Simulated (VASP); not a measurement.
A run of VASP 6.6.1:

Contents of INCAR:

```
SYSTEM = Si3Se2
PREC = Accurate ; ENCUT = 600
EDIFF = 1E-6 ; ISMEAR = 0
SIGMA = 0.1 ; LREAL = .FALSE.
LASPH = .TRUE. ; NELM = 100
ALGO = Normal ; ISIF = 3
LWAVE = .FALSE. ; LCHARG = .FALSE.
GGA = PE ; IBRION = 2
NSW = 90 ; EDIFFG = -0.04
```

KPOINTS

```
Automatic mesh
0
G
  6 6 4
  0 0 0
```

File POSCAR:

```
Si3Se2
1.0
    4.7612536972      0.0000000000      0.0000000000
   -2.3806268486      4.1233666557      0.0000000000
    0.0000000000      0.0000000000      5.4637515546
Si Se
3 2
Direct
    0.0894136897      0.5000000000      0.0000000000
    0.5000000000      0.5894136897      0.0000000000
    0.4105863103      0.9105863103      0.0000000000
    0.0000000000      0.0000000000      0.3333333333
    0.0000000000      0.0000000000      0.6666666667
```

Potentials or basis: VASP PAW PBE potentials, release 64 (Si, Se).

Run with:

```bash
$ cat potpaw_PBE.64/Si/POTCAR potpaw_PBE.64/Se/POTCAR > POTCAR
$ mpirun -np 1 vasp_std > vasp.out
```

Hardware: 1 thread of Intel(R) Xeon(R) 6975P-C (Granite Rapids) (shared host).

Question: Estimate the wall time of this run.

Answer: It took 7.5 min on 1 thread of Intel(R) Xeon(R) 6975P-C (Granite Rapids) (shared host), peak memory 0.3 GiB. Counts: scf iterations 286, k points 24, ion steps 31.
